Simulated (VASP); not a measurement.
# Al32H (a cell with a defect) in VASP: single point with PBE

Aim: the single point of Al32H (a cell with a defect) with PBE.

Program: VASP 6.6.1. These are calculated values, not measurements. Logs are shortened: lines on timing, memory, paths and dates and some standing lists are left out, and cuts for length are marked.

## (1) The cell of the first run

The cell holds a defect, 33 atoms: a = 8.100 Å, b = 8.100 Å, c = 8.100 Å, α = 90.00°, β = 90.00°, γ = 90.00°.

## (2) Single point, PBE

File INCAR:

```
  ALGO = Normal
  EDIFF = 1E-7
  ENCUT = 520
  GGA = PE
  ISIF = 2
  ISMEAR = 0
  LASPH = T
  LCHARG = T
  LELF = T
  LREAL = Auto
  LVHAR = T
  LWAVE = F
  NBANDS = 70
  NELM = 80
  PREC = Accurate
  SIGMA = 0.05
```

File KPOINTS:

```
k-points
0
Gamma
  2 2 2
```

File POSCAR:

```
Al32H
1.0
    8.1000000000      0.0000000000      0.0000000000
    0.0000000000      8.1000000000      0.0000000000
    0.0000000000      0.0000000000      8.1000000000
Al H
32 1
Direct
    0.5016213580     -0.0003871605      0.0017960494
    0.7475479012      0.2490679012      0.0021990123
    0.7495967901     -0.0005592593      0.2483380247
    0.0002827160     -0.0001970370      0.0022182716
    0.2513095062      0.2467274074      0.0038018519
    0.4987006173      0.4995533333      0.0006939506
    0.7477006173      0.7510267901      0.0022364198
    0.2487723457     -0.0003475309      0.2503713580
    0.5018017284      0.2499595062      0.2502958025
    0.7420962963      0.4995643210      0.2566329630
    0.5003128395     -0.0005475309      0.5015682716
    0.7481272840      0.2499793827      0.4996569136
    0.7482534568     -0.0003307407      0.7481045679
   -0.0234360494      0.4995887654      0.0262386420
    0.2513546914      0.7531803704      0.0036471605
    0.0000392593      0.2485230864      0.2515256790
    0.2487762963      0.4995481481      0.2482855556
    0.5018697531      0.7504391358      0.2503103704
    0.0011774074     -0.0003125926      0.4995265432
    0.2499361728      0.2485662963      0.4984441975
    0.5077802469      0.4995755556      0.4933392593
    0.7480035802      0.7504718519      0.4995639506
    0.2496812346     -0.0001986420      0.7476883951
    0.5023460494      0.2490928395      0.7477412346
    0.7512320988      0.4995804938      0.7492633333
   -0.0000809877      0.7515587654      0.2511654321
    0.0012067901      0.4995834568      0.5016239506
    0.2500508642      0.7515588889      0.4987425926
   -0.0013153086      0.2467597531      0.7461680247
    0.2733574074      0.4996524691      0.7238143210
    0.5022243210      0.7510486420      0.7476801235
   -0.0014664198      0.7532722222      0.7462201235
    0.1248072840      0.5000544444      0.8748880247
```

Potentials or basis: VASP PAW PBE potentials, release 64 (Al, H).

Started as:

```
> cat potpaw_PBE.64/Al/POTCAR potpaw_PBE.64/H/POTCAR > POTCAR
> mpirun -np 1 vasp_std > vasp.out
```

OUTCAR:

```text
EDIFF = 1E-7
   ENCUT = 520
   GGA = PE
   ISIF = 2
   ISMEAR = 0
   LASPH = T
   LREAL = Auto
   NELM = 80
   PREC = Accurate

 ion  position               nearest neighbor table
   1  0.502  1.000  0.002-   3 2.83   7 2.83   2 2.84  15 2.85   5 2.85  18 2.85   9 2.86  13 2.87
                             8 2.87  31 2.88  24 2.88  23 2.90
   2  0.748  0.249  0.002-  14 2.76   9 2.83   1 2.84   3 2.84   6 2.86  24 2.86  16 2.87   4 2.88
                            25 2.88  13 2.88  10 2.89  29 2.91
   3  0.750  0.999  0.248-   1 2.83   7 2.83   2 2.84  18 2.85   4 2.85  26 2.85   9 2.85  16 2.86
                            22 2.86  12 2.87  11 2.88  19 2.88
   4  0.000  1.000  0.002-   8 2.84   3 2.85  26 2.85  15 2.85   5 2.85  16 2.85   7 2.87   2 2.88
                            32 2.88  29 2.88  23 2.89  13 2.90
   5  0.251  0.247  0.004-   8 2.83   9 2.85  17 2.85   1 2.85   4 2.85  16 2.86   6 2.87  23 2.88
                            24 2.90  29 2.92  14 3.03  30 3.06
   6  0.499  0.500  0.001-  17 2.85   9 2.86   2 2.86  10 2.86   5 2.87   7 2.87  18 2.87  15 2.87
                            24 2.88  25 2.89  31 2.89  30 2.89
   7  0.748  0.751  0.002-  14 2.76  18 2.83   3 2.83   1 2.83  31 2.86   6 2.87  26 2.87   4 2.87
                            13 2.88  25 2.89  10 2.90  32 2.90
   8  0.249  1.000  0.250-  15 2.82   5 2.83  28 2.84   4 2.84  19 2.85  26 2.85  20 2.85  16 2.85
                             1 2.87  18 2.88  11 2.88   9 2.88
   9  0.502  0.250  0.250-  10 2.81  21 2.82   2 2.83  12 2.84   5 2.85   3 2.85   1 2.86   6 2.86
[... 32 lines left out ...]
                             2 2.88   6 2.89   7 2.89  14 2.89
  26  1.000  0.752  0.251-  14 2.74  19 2.84   8 2.85   4 2.85  28 2.85   3 2.85  15 2.86  22 2.87
                            17 2.87   7 2.87  27 2.88  10 2.92
  27  0.001  0.500  0.502-  30 2.85  29 2.85  25 2.85  32 2.85  20 2.86  28 2.87  17 2.87  16 2.87
                            26 2.88  12 2.88  22 2.89  10 2.89
  28  0.250  0.752  0.499-  30 2.74   8 2.84  19 2.85  23 2.85  26 2.85  11 2.85  32 2.86  18 2.87
                            27 2.87  31 2.87  17 2.88  21 2.92
  29  0.999  0.247  0.746-  19 2.83  12 2.85  27 2.85  13 2.85  23 2.85  20 2.86  25 2.87   4 2.88
                             2 2.91   5 2.92  30 3.03  14 3.06
  30  0.273  0.500  0.724-  33 1.72  21 2.66  20 2.74  28 2.74  24 2.76  31 2.76  27 2.85   6 2.89
                            29 3.03  32 3.03   5 3.06  15 3.06
  31  0.502  0.751  0.748-  30 2.76  22 2.83  11 2.83  13 2.83   7 2.86  25 2.87  28 2.87  23 2.87
                             1 2.88   6 2.89  21 2.90  15 2.90
  32  0.999  0.753  0.746-  19 2.82  13 2.84  22 2.85  23 2.85  27 2.85  28 2.86  25 2.87   4 2.88
                             7 2.90  15 2.92  30 3.03  14 3.07
  33  0.125  0.500  0.875-  14 1.72  30 1.72

  LATTYP: Found a simple cubic cell.
 ALAT       =     8.1000000000

  Lattice vectors:

 A1 = (   8.1000000000,   0.0000000000,   0.0000000000)
 A2 = (   0.0000000000,   8.1000000000,   0.0000000000)
 A3 = (   0.0000000000,   0.0000000000,   8.1000000000)

Analysis of symmetry for initial positions (statically):
=====================================================================
 Subroutine PRICEL returns:
 Original cell was already a primitive cell.

 Routine SETGRP: Setting up the symmetry group for a
 simple cubic supercell.

 Subroutine GETGRP returns: Found  1 space group operations
 (whereof  1 operations were pure point group operations)
 out of a pool of 48 trial point group operations.

The static configuration has the point symmetry C_1 .

Analysis of symmetry for dynamics (positions and initial velocities):
=====================================================================
 Subroutine PRICEL returns:
 Original cell was already a primitive cell.

 Routine SETGRP: Setting up the symmetry group for a
 simple cubic supercell.

 Subroutine GETGRP returns: Found  1 space group operations
 (whereof  1 operations were pure point group operations)
 out of a pool of 48 trial point group operations.

The dynamic configuration has the point symmetry C_1 .

 Subroutine INISYM returns: Found  1 space group operations
 (whereof  1 operations are pure point group operations),
 and found     1 'primitive' translations

----------------------------------------------------------------------------------------

                                     Primitive cell

  volume of cell :     531.4410

  direct lattice vectors                    reciprocal lattice vectors
     8.100000000  0.000000000  0.000000000     0.123456790  0.000000000  0.000000000
     0.000000000  8.100000000  0.000000000     0.000000000  0.123456790  0.000000000
[... 87 lines left out ...]
     0.061728395  0.000000000  0.000000000     0.500000000  0.000000000  0.000000000
     0.000000000  0.061728395  0.000000000     0.000000000  0.500000000  0.000000000
     0.000000000  0.000000000  0.061728395     0.000000000  0.000000000  0.500000000

  Length of vectors
     0.061728395  0.061728395  0.061728395

  Shift w.r.t. Gamma in fractional coordinates (k-lattice)
     0.000000000  0.000000000  0.000000000

 Subroutine IBZKPT returns following result:
 ===========================================

 Found      8 irreducible k-points:

 Following reciprocal coordinates:
            Coordinates               Weight
  0.000000  0.000000  0.000000      1.000000
  0.500000  0.000000  0.000000      1.000000
  0.000000  0.500000  0.000000      1.000000
  0.000000  0.000000  0.500000      1.000000
  0.500000  0.500000  0.000000      1.000000
  0.000000  0.500000  0.500000      1.000000
  0.500000  0.000000  0.500000      1.000000
  0.500000  0.500000  0.500000      1.000000
   k-points           NKPTS =      8   k-points in BZ     NKDIM =      8   number of bands    NBANDS=     70
   number of dos      NEDOS =    301   number of ions     NIONS =     33
   total plane-waves  NPLWV = 216000
   dimension x,y,z NGX =    60 NGY =   60 NGZ =   60
   dimension x,y,z NGXF=   120 NGYF=  120 NGZF=  120
   ions per type =              32   1
   NGX,Y,Z   is equivalent  to a cutoff of  12.31, 12.31, 12.31 a.u.
   NGXF,Y,Z  is equivalent  to a cutoff of  24.63, 24.63, 24.63 a.u.
 SYSTEM =  unknown system
   PREC   = accura    normal or accurate (medium, high low for compatibility)
   ISTART =      0    job   : 0-new  1-cont  2-samecut
   ICHARG =      2    charge: 1-file 2-atom 10-const
   ISPIN  =      1    spin polarized calculation?
   LNONCOLLINEAR =      F non collinear calculations
   LSORBIT =      F    spin-orbit coupling
   LASPH  =      T    aspherical Exc in radial PAW
   ENCUT  =  520.0 eV  38.22 Ry    6.18 a.u.  15.06 15.06 15.06*2*pi/ulx,y,z
   NELM   =     80;   NELMIN=  2; NELMDL= -5     # of ELM steps
   EDIFF  = 0.1E-06   stopping-criterion for ELM
   LREAL  =      T    real-space projection
   EDIFFG = 0.1E-05   stopping-criterion for IOM
   NSW    =      0    number of steps for IOM
   IBRION =     -1    ionic relax: 0-MD 1-quasi-New 2-CG
   NFREE  =      0    steps in history (QN), initial steepest desc. (CG)
   ISIF   =      2    stress and relaxation
   ISYM   =      2    0-nonsym 1-usesym 2-fastsym
   POTIM  = 0.5000    time-step for ionic-motion
   TEBEG  =    0.0;   TEEND  =   0.0 temperature during run
   PSTRESS=    0.0 pullay stress
   NELECT =      97.0000    total number of electrons
   NUPDOWN=      -1.0000    fix difference up-down
   EMIN   =  10.00;   EMAX   =-10.00  energy-range for DOS
   EFERMI =   0.00;   METHOD = LEGACY
   ISMEAR =     0;   SIGMA  =   0.05  broadening in eV -4-tet -1-fermi 0-gaus
   EFERMI_NEDOS =   21; number of points for ismear=-14 and -15
   IALGO  =     38    algorithm
   IMIX   =      4    mixing-type and parameters
     AMIX     =   0.40;   BMIX     =  1.00
     AMIX_MAG =   1.60;   BMIX_MAG =  1.00
  volume/ion in A,a.u.               =      16.10       108.68
  Fermi-wavevector in a.u.,A,eV,Ry     =   0.928639  1.754874 11.733269  0.862371
  Thomas-Fermi vector in A             =   2.054837
   LORBIT       =      0    0 simple, 1 ext, 2 COOP (PROOUT), +10 PAW based schemes
   GGA     = PE    functional components
   LHFCALC =     F    Hartree Fock is set to
   AEXX    =    0.0000 exact exchange contribution
   IVDW    =     0    specifies the selected vdW correction
   LEPSILON=     F    determine dielectric tensor
   LRPA    =     F    only Hartree local field effects (RPA)
 non-spin polarized calculation
 Gauss-broadening in eV      SIGMA  =   0.05
  energy-cutoff  :      520.00
  volume of cell :      531.44
 maximum number of plane-waves:     14400
   NGX = 31   NGY = 31   NGZ = 31

 number of electron      96.9999998 magnetization

 Free energy of the ion-electron system (eV)
  ---------------------------------------------------
  ext. energy  EPLUGINS =         0.00000000
  ---------------------------------------------------
  free energy    TOTEN  =      -122.15060052 eV

  energy without entropy =     -122.11372266  energy(sigma->0) =     -122.13216159

 E-fermi :   7.5803     XC(G=0): -10.1918

 val. band max:        7.5749210614   @ k =   0.0000   0.0000   0.5000
 cond. band min:       7.5825106581   @ k =   0.5000   0.0000   0.0000
 fundamental gap:      0.0075895968
 Fermi energy:         7.5803157760

 k-point     1 :       0.0000    0.0000    0.0000
  band No.  band energies     occupation
      1      -3.2328      2.00000
      2      -1.3262      2.00000
      3      -1.0090      2.00000
      4      -0.9732      2.00000
      5      -0.9194      2.00000
      6      -0.9142      2.00000
[... 493 lines left out ...]
     59      11.2407      0.00000
     60      11.2546      0.00000
 [bands above 60 left out]

------------------------ aborting loop because EDIFF is reached ----------------------------------------

  FORCE on cell =-STRESS in cart. coord.  units (eV):
  Direction    XX          YY          ZZ          XY          YZ          ZX
  --------------------------------------------------------------------------------------
  -------------------------------------------------------------------------------------
  Total        5.0468128      2.5262666      4.0256467     -0.0008895     -0.0039333     -2.4328902
  in kB       15.2150269      7.6161363     12.1364363     -0.0026816     -0.0118581     -7.3346270
  external PRESSURE =      11.6558665 kB  Pullay stress =       0.0000000 kB

 VOLUME and BASIS-vectors are now :
 -----------------------------------------------------------------------------
  energy-cutoff  :      520.00
  volume of cell :      531.44
      direct lattice vectors                 reciprocal lattice vectors
     8.100000000  0.000000000  0.000000000     0.123456790  0.000000000  0.000000000
     0.000000000  8.100000000  0.000000000     0.000000000  0.123456790  0.000000000
     0.000000000  0.000000000  8.100000000     0.000000000  0.000000000  0.123456790

 POSITION                                       TOTAL-FORCE (eV/Angst)
 -----------------------------------------------------------------------------------
      4.06313      8.09686      0.01455        -0.033741     -0.001804     -0.000948
      6.05514      2.01745      0.01781        -0.011701      0.001910      0.027525
      6.07173      8.09547      2.01154         0.000714     -0.002869     -0.005293
      0.00229      8.09840      0.01797        -0.017713     -0.001233      0.026111
      2.03561      1.99849      0.03080        -0.031055      0.025742     -0.024288
      4.03948      4.04638      0.00562        -0.013875     -0.001428      0.002176
[... 25 lines left out ...]
      8.08812      6.10150      6.04438         0.031173     -0.026956      0.023583
      1.01094      4.05044      7.08659        -0.000275      0.001409     -0.000933
 -----------------------------------------------------------------------------------
    total drift:                                0.002741     -0.007084      0.000416

  FREE ENERGIE OF THE ION-ELECTRON SYSTEM (eV)
  ---------------------------------------------------
  free  energy   TOTEN  =      -122.1506005154 eV

  energy  without entropy=     -122.1137226640  energy(sigma->0) =     -122.13216159
```

It took 5.9 min on 1 thread of Intel Xeon Platinum 8259CL at 2.50GHz (Skylake/Cascade Lake), shared host; peak memory 0.57 GiB.

What came out:

* Free energy: -122.1506 eV
* Pressure: 1.2 GPa
* Largest force: 0.047 eV/Å

Forces on the atoms (eV/Å):
```
Al  -0.034 -0.002 -0.001
Al  -0.012  0.002  0.028
Al   0.001 -0.003 -0.005
Al  -0.018 -0.001  0.026
Al  -0.031  0.026 -0.024
Al  -0.014 -0.001  0.002
Al  -0.013  0.001  0.027
Al  -0.015 -0.001 -0.033
Al  -0.015 -0.006 -0.017
Al   0.003  0.001  0.005
Al  -0.001 -0.004  0.006
Al   0.015 -0.006  0.017
Al   0.035 -0.003  0.001
Al  -0.026  0.005  0.032
Al  -0.030 -0.025 -0.023
Al  -0.022 -0.005  0.014
Al  -0.006 -0.003 -0.006
Al  -0.015  0.008 -0.014
Al   0.013 -0.001  0.033
Al   0.020 -0.005 -0.015
Al  -0.002  0.001 -0.005
Al   0.016  0.008  0.015
Al   0.017 -0.002 -0.026
Al   0.013  0.001 -0.028
Al   0.013 -0.001 -0.003
Al  -0.023  0.007  0.018
Al   0.005 -0.003  0.007
Al   0.022  0.007 -0.017
Al   0.030  0.025  0.024
Al   0.027  0.004 -0.033
Al   0.013  0.001 -0.027
Al   0.031 -0.027  0.024
H    0.000  0.001 -0.001
```

Levels at points of the mesh, in eV from the Fermi level:
```csv
k point,band 45,band 46,band 47,band 48,band 49,band 50,band 51,band 52
"(0.00, 0.00, 0.00)",-0.33,0.38,0.43,0.44,0.48,0.55,0.63,1.00
"(0.50, 0.00, 0.00)",-0.19,-0.06,-0.06,-0.01,0.00,0.06,0.06,0.22
"(0.00, 0.50, 0.00)",-0.47,-0.10,-0.03,-0.01,0.05,0.08,0.09,0.10
"(0.00, 0.00, 0.50)",-0.18,-0.08,-0.02,-0.01,0.00,0.06,0.06,0.17
"(0.50, 0.50, 0.00)",-0.11,-0.09,-0.07,-0.05,0.76,1.05,1.06,1.14
"(0.00, 0.50, 0.50)",-0.12,-0.09,-0.06,-0.04,0.70,1.10,1.12,1.16
"(0.50, 0.00, 0.50)",-0.43,-0.09,-0.08,-0.04,0.90,1.10,1.14,1.16
"(0.50, 0.50, 0.50)",-0.42,-0.42,-0.40,-0.40,-0.38,-0.38,-0.38,-0.36
```

Caveat: the k points lie up to 0.39 Å⁻¹ apart.
